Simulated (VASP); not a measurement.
# MgO (P6_3mc) in VASP: notebook, part 2 of 2

VASP 6.6.1.

### Step 3. Single point, PBE (c/a of the conventional cell at fixed volume 1.2359)

File INCAR:

```
PREC = Accurate
ENCUT = 520
EDIFF = 1E-7
ISMEAR = 0
SIGMA = 0.05
LREAL = False
LASPH = True
NELM = 80
ALGO = Normal
ISIF = 2
LWAVE = False
LCHARG = False
GGA = PE
NBANDS = 16
```

File KPOINTS:

```
Automatic mesh
0
Gamma
  9 9 6
```

File POSCAR:

```
MgO
1.0
    3.5712471184      0.0000000000      0.0000000000
   -1.7856235592      3.0927907277      0.0000000000
    0.0000000000      0.0000000000      4.4137043136
Mg O
2 2
Direct
    0.3333333333      0.6666666667     -0.0229692219
    0.6666666667      0.3333333333      0.4770307781
    0.3333333333      0.6666666667      0.3982811987
    0.6666666667      0.3333333333      0.8982811987
```

Potentials or basis: VASP PAW PBE potentials, release 64 (Mg, O).

The run is started by

```sh
> cat potpaw_PBE.64/Mg/POTCAR potpaw_PBE.64/O/POTCAR > POTCAR
> mpirun -np 1 vasp_std > vasp.out
```

OUTCAR:

```text
PREC = Accurate
   ENCUT = 520
   EDIFF = 1E-7
   ISMEAR = 0
   LREAL = False
   LASPH = True
   NELM = 80
   ISIF = 2
   GGA = PE

 ion  position               nearest neighbor table
   1  0.333  0.667  0.977-   3 1.86   4 2.09   4 2.09   4 2.09   3 2.55   2 3.02   2 3.02   2 3.02
                             2 3.02   2 3.02   2 3.02
   2  0.667  0.333  0.477-   4 1.86   3 2.09   3 2.09   3 2.09   4 2.55   1 3.02   1 3.02   1 3.02
                             1 3.02   1 3.02   1 3.02
   3  0.333  0.667  0.398-   1 1.86   2 2.09   2 2.09   2 2.09   1 2.55
   4  0.667  0.333  0.898-   2 1.86   1 2.09   1 2.09   1 2.09   2 2.55

  LATTYP: Found a hexagonal cell.
 ALAT       =     3.5712471184
 C/A-ratio  =     1.2359000000

  Lattice vectors:

 A1 = (   3.5712471184,   0.0000000000,   0.0000000000)
 A2 = (  -1.7856235592,   3.0927907277,   0.0000000000)
 A3 = (   0.0000000000,   0.0000000000,   4.4137043136)

Analysis of symmetry for initial positions (statically):
=====================================================================
 Subroutine PRICEL returns:
 Original cell was already a primitive cell.

[... 180 lines left out ...]
 fundamental gap:      3.0579285459
 Fermi energy:         1.4097663387

 k-point     1 :       0.0000    0.0000    0.0000
  band No.  band energies     occupation
      1     -15.1926      2.00000
      2     -14.1211      2.00000
      3      -1.8840      2.00000
      4      -0.1318      2.00000
      5      -0.1318      2.00000
      6       0.6078      2.00000
[... 433 lines left out ...]
      3      -1.7547      2.00000
      4      -1.2381      2.00000
      5      -1.2381      2.00000
      6       0.1684      2.00000
[... 8 lines left out ...]
     15      14.7899      0.00000
     16      16.9588      0.00000

 [... further k-points ...]

------------------------ aborting loop because EDIFF is reached ----------------------------------------

  FORCE on cell =-STRESS in cart. coord.  units (eV):
  Direction    XX          YY          ZZ          XY          YZ          ZX
  --------------------------------------------------------------------------------------
  -------------------------------------------------------------------------------------
  Total       -2.7666504     -2.7666504      4.4939124      0.0000000      0.0000000      0.0000000
  in kB      -90.9266518    -90.9266518    147.6935427      0.0000000      0.0000000      0.0000000
  external PRESSURE =     -11.3865870 kB  Pullay stress =       0.0000000 kB

 VOLUME and BASIS-vectors are now :
 -----------------------------------------------------------------------------
  energy-cutoff  :      520.00
  volume of cell :       48.75
      direct lattice vectors                 reciprocal lattice vectors
     3.571247118  0.000000000  0.000000000     0.280014227  0.161666289  0.000000000
    -1.785623559  3.092790728  0.000000000     0.000000000  0.323332578  0.000000000
     0.000000000  0.000000000  4.413704314     0.000000000  0.000000000  0.226567058

 POSITION                                       TOTAL-FORCE (eV/Angst)
 -----------------------------------------------------------------------------------
     -0.00000      2.06186      4.31232        -0.000000     -0.000000     -1.795678
      1.78562      1.03093      2.10547        -0.000000      0.000000     -1.795678
     -0.00000      2.06186      1.75790         0.000000     -0.000000      1.795678
      1.78562      1.03093      3.96475        -0.000000     -0.000000      1.795678
 -----------------------------------------------------------------------------------
    total drift:                               -0.000000      0.000000     -0.001032

  FREE ENERGIE OF THE ION-ELECTRON SYSTEM (eV)
  ---------------------------------------------------
  free  energy   TOTEN  =       -23.1758939593 eV

  energy  without entropy=      -23.1758939593  energy(sigma->0) =      -23.17589396
```

OSZICAR:

```text
N       E                     dE             d eps       ncg     rms          rms(c)
DAV:   1     0.619793462629E+02    0.61979E+02   -0.75582E+03  1544   0.887E+02
DAV:   2    -0.232477802181E+02   -0.85227E+02   -0.78582E+02  2152   0.192E+02
DAV:   3    -0.274348808177E+02   -0.41871E+01   -0.41785E+01  1704   0.452E+01
DAV:   4    -0.274522335258E+02   -0.17353E-01   -0.17352E-01  1920   0.342E+00
DAV:   5    -0.274523245977E+02   -0.91072E-04   -0.91071E-04  1736   0.238E-01    0.116E+01
DAV:   6    -0.232667937203E+02    0.41855E+01   -0.11915E+01  1624   0.259E+01    0.393E+00
DAV:   7    -0.231966478556E+02    0.70146E-01   -0.18116E-01  1568   0.346E+00    0.220E+00
DAV:   8    -0.231778963247E+02    0.18752E-01   -0.11953E-01  1640   0.361E+00    0.549E-01
DAV:   9    -0.231748488918E+02    0.30474E-02   -0.10790E-02  1864   0.923E-01    0.140E-01
DAV:  10    -0.231758491284E+02   -0.10002E-02   -0.11131E-03  1552   0.289E-01    0.351E-02
DAV:  11    -0.231758846233E+02   -0.35495E-04   -0.81437E-05  1688   0.808E-02    0.118E-02
DAV:  12    -0.231758960106E+02   -0.11387E-04   -0.23942E-05  1552   0.380E-02    0.153E-02
DAV:  13    -0.231758942680E+02    0.17427E-05   -0.35899E-06  1720   0.173E-02    0.524E-03
DAV:  14    -0.231758939638E+02    0.30416E-06   -0.71806E-07  1584   0.674E-03    0.964E-04
DAV:  15    -0.231758939593E+02    0.45269E-08   -0.11135E-07  1064   0.230E-03
   1 F= -.23175894E+02 E0= -.23175894E+02  d E =-.225296E-12
```

stdout:

```text
POSCAR found type information on POSCAR MgO
 POSCAR found :  2 types and       4 ions
 scaLAPACK will be used
 LDA part: xc-table for (Slater+PW92), standard interpolation
 POSCAR, INCAR and KPOINTS ok, starting setup
 FFT: planning ... GRIDC
 FFT: planning ... GRID_SOFT
 FFT: planning ... GRID
 WAVECAR not read
 entering main loop
```

Wall time 34 s (1 thread of Intel Xeon 6975P-C (Granite Rapids), shared host); peak memory 0.18 GiB.

What came out:

| Quantity | Value |
| --- | --- |
| Free energy | -23.1759 eV |
| Pressure | -1.1 GPa |
| Largest force | 1.796 eV/Å |
| Band gap on the k mesh | 3.06 eV, direct |

Forces on the atoms (eV/Å):
```
Mg   0.000  0.000 -1.796
Mg   0.000  0.000 -1.796
O    0.000  0.000  1.796
O    0.000  0.000  1.796
```

Stress tensor (GPa, compression positive):
```
-9.09  0.00  0.00
 0.00 -9.09  0.00
 0.00  0.00 14.77
```

Levels at points of the mesh, in eV from the valence-band top:
```csv
k point,band 4,band 5,band 6,band 7,band 8,band 9,band 10,band 11,band 12,band 13
"(0.00, 0.00, 0.00)",-1.32,-1.32,-0.58,-0.58,0.00,3.06,8.36,11.24,12.13,12.13
"(0.00, 0.00, 0.50)",-2.07,-0.96,-0.96,-0.96,-0.96,5.83,5.83,12.57,12.57,12.57
```

Caveat: forces of over 1 eV/Å act on the atoms, so gaps and moduli don't describe the material at rest.

### Step 4. Single point, PBE (c/a of the conventional cell at fixed volume 1.4418)

File INCAR:

```
SYSTEM = MgO
  PREC = Accurate
  ENCUT = 520
  EDIFF = 1E-6
  ISMEAR = 0
  SIGMA = 0.05
  LREAL = .FALSE.
  LASPH = .TRUE.
  NELM = 80
  ALGO = Normal
  ISIF = 2
  LWAVE = .FALSE.
  LCHARG = .TRUE.
  GGA = PE
  LELF = .TRUE.
  LVHAR = .TRUE.
  NBANDS = 16
```

File KPOINTS:

```
Automatic mesh
0
G
  9 9 6
  0 0 0
```

File POSCAR:

```
MgO
1.0
    3.3924438902      0.0000000000      0.0000000000
   -1.6962219451      2.9379425898      0.0000000000
    0.0000000000      0.0000000000      4.8912256008
Mg O
2 2
Direct
    0.3333333333      0.6666666667      0.0160814757
    0.6666666667      0.3333333333      0.5160814757
    0.3333333333      0.6666666667      0.3982811987
    0.6666666667      0.3333333333      0.8982811987
```

Potentials or basis: VASP PAW PBE potentials, release 64 (Mg, O).

The run is started by

```sh
> cat potpaw_PBE.64/Mg/POTCAR potpaw_PBE.64/O/POTCAR > POTCAR
> mpirun -np 1 vasp_std > vasp.out
```

OUTCAR:

```text
SYSTEM = MgO
   PREC = Accurate
   ENCUT = 520
   EDIFF = 1E-6
   ISMEAR = 0
   LREAL = .FALSE.
   LASPH = .TRUE.
   NELM = 80
   ISIF = 2
   GGA = PE

 ion  position               nearest neighbor table
   1  0.333  0.667  0.016-   3 1.87   4 2.04   4 2.04   4 2.04   2 3.13   2 3.13   2 3.13   2 3.13
                             2 3.13   2 3.13
   2  0.667  0.333  0.516-   4 1.87   3 2.04   3 2.04   3 2.04   1 3.13   1 3.13   1 3.13   1 3.13
                             1 3.13   1 3.13
   3  0.333  0.667  0.398-   1 1.87   2 2.04   2 2.04   2 2.04
   4  0.667  0.333  0.898-   2 1.87   1 2.04   1 2.04   1 2.04

  LATTYP: Found a hexagonal cell.
 ALAT       =     3.3924438902
 C/A-ratio  =     1.4418000000

  Lattice vectors:

 A1 = (   3.3924438902,   0.0000000000,   0.0000000000)
 A2 = (  -1.6962219451,   2.9379425898,   0.0000000000)
 A3 = (   0.0000000000,   0.0000000000,   4.8912256008)

Analysis of symmetry for initial positions (statically):
=====================================================================
 Subroutine PRICEL returns:
 Original cell was already a primitive cell.

 Routine SETGRP: Setting up the symmetry group for a
 hexagonal supercell.

 Subroutine GETGRP returns: Found 12 space group operations
 (whereof  6 operations were pure point group operations)
 out of a pool of 24 trial point group operations.

The static configuration has the point symmetry C_3v.
 The point group associated with its full space group is C_6v.

Analysis of symmetry for dynamics (positions and initial velocities):
=====================================================================
 Subroutine PRICEL returns:
 Original cell was already a primitive cell.

 Routine SETGRP: Setting up the symmetry group for a
 hexagonal supercell.

 Subroutine GETGRP returns: Found 12 space group operations
 (whereof  6 operations were pure point group operations)
 out of a pool of 24 trial point group operations.

The dynamic configuration has the point symmetry C_3v.
[... 127 lines left out ...]
  Thomas-Fermi vector in A             =   2.265943
   LORBIT       =      0    0 simple, 1 ext, 2 COOP (PROOUT), +10 PAW based schemes
   GGA     = PE    functional components
   LHFCALC =     F    Hartree Fock is set to
   AEXX    =    0.0000 exact exchange contribution
   IVDW    =     0    specifies the selected vdW correction
   LEPSILON=     F    determine dielectric tensor
   LRPA    =     F    only Hartree local field effects (RPA)
 non-spin polarized calculation
 Gauss-broadening in eV      SIGMA  =   0.05
  energy-cutoff  :      520.00
  volume of cell :       48.75
 maximum number of plane-waves:      1322
 NGX is ok and might be reduce to    28
   NGX = 13   NGY = 13   NGZ = 19

 number of electron      16.0000006 magnetization

 Free energy of the ion-electron system (eV)
  ---------------------------------------------------
  ext. energy  EPLUGINS =         0.00000000
  ---------------------------------------------------
  free energy    TOTEN  =       -23.33808471 eV

  energy without entropy =      -23.33808471  energy(sigma->0) =      -23.33808471

 E-fermi :   1.1469     XC(G=0):  -9.5950

 val. band max:        0.9109835090   @ k =   0.0000   0.0000   0.0000
 cond. band min:       4.2579741102   @ k =   0.0000   0.0000   0.0000
 fundamental gap:      3.3469906012
 Fermi energy:         1.1469086869

 k-point     1 :       0.0000    0.0000    0.0000
  band No.  band energies     occupation
      1     -15.2049      2.00000
      2     -14.3810      2.00000
      3      -2.1248      2.00000
      4       0.1774      2.00000
      5       0.1774      2.00000
      6       0.5651      2.00000
[... 433 lines left out ...]
      3      -1.6469      2.00000
      4      -1.2167      2.00000
      5      -1.2167      2.00000
      6      -0.2963      2.00000
[... 8 lines left out ...]
     15      14.4143      0.00000
     16      17.4663      0.00000

 [... further k-points ...]

------------------------ aborting loop because EDIFF is reached ----------------------------------------

  FORCE on cell =-STRESS in cart. coord.  units (eV):
  Direction    XX          YY          ZZ          XY          YZ          ZX
  --------------------------------------------------------------------------------------
  -------------------------------------------------------------------------------------
  Total       -1.7780330     -1.7780330      4.5821232      0.0000000      0.0000000      0.0000000
  in kB      -58.4354965    -58.4354965    150.5926148      0.0000000      0.0000000      0.0000000
  external PRESSURE =      11.2405406 kB  Pullay stress =       0.0000000 kB

 VOLUME and BASIS-vectors are now :
 -----------------------------------------------------------------------------
  energy-cutoff  :      520.00
  volume of cell :       48.75
      direct lattice vectors                 reciprocal lattice vectors
     3.392443890  0.000000000  0.000000000     0.294772746  0.170187124  0.000000000
    -1.696221945  2.937942590  0.000000000     0.000000000  0.340374248  0.000000000
     0.000000000  0.000000000  4.891225601     0.000000000  0.000000000  0.204447736

 POSITION                                       TOTAL-FORCE (eV/Angst)
 -----------------------------------------------------------------------------------
     -0.00000      1.95863      0.07866         0.000000      0.000000     -1.364313
      1.69622      0.97931      2.52427         0.000000      0.000000     -1.364313
     -0.00000      1.95863      1.94808        -0.000000     -0.000000      1.364313
      1.69622      0.97931      4.39370         0.000000      0.000000      1.364313
 -----------------------------------------------------------------------------------
    total drift:                                0.000000      0.000000     -0.000912

  FREE ENERGIE OF THE ION-ELECTRON SYSTEM (eV)
  ---------------------------------------------------
  free  energy   TOTEN  =       -23.3380847147 eV

  energy  without entropy=      -23.3380847147  energy(sigma->0) =      -23.33808471
```

It took 26 s on 1 thread of Intel Xeon 6975P-C (Granite Rapids), shared host; peak memory 0.18 GiB.

Results:

* Free energy: -23.3381 eV
* Pressure: 1.1 GPa
* Largest force: 1.364 eV/Å
* Band gap on the k mesh: 3.35 eV, direct

Forces on the atoms (eV/Å):
```
Mg   0.000  0.000 -1.364
Mg   0.000  0.000 -1.364
O    0.000  0.000  1.364
O    0.000  0.000  1.364
```

Levels at points of the mesh, in eV from the valence-band top:
```
           k point  band 6  band 7  band 8  band 9  band 10  band 11
(0.00, 0.00, 0.00)   -0.35   -0.35    0.00    3.35     8.15    10.38
(0.00, 0.00, 0.50)   -0.54   -0.54   -0.54    5.78     5.78    13.34
```

Caveat: forces of over 1 eV/Å act on the atoms, so gaps and moduli don't describe the material at rest. A k mesh can miss the band edges.
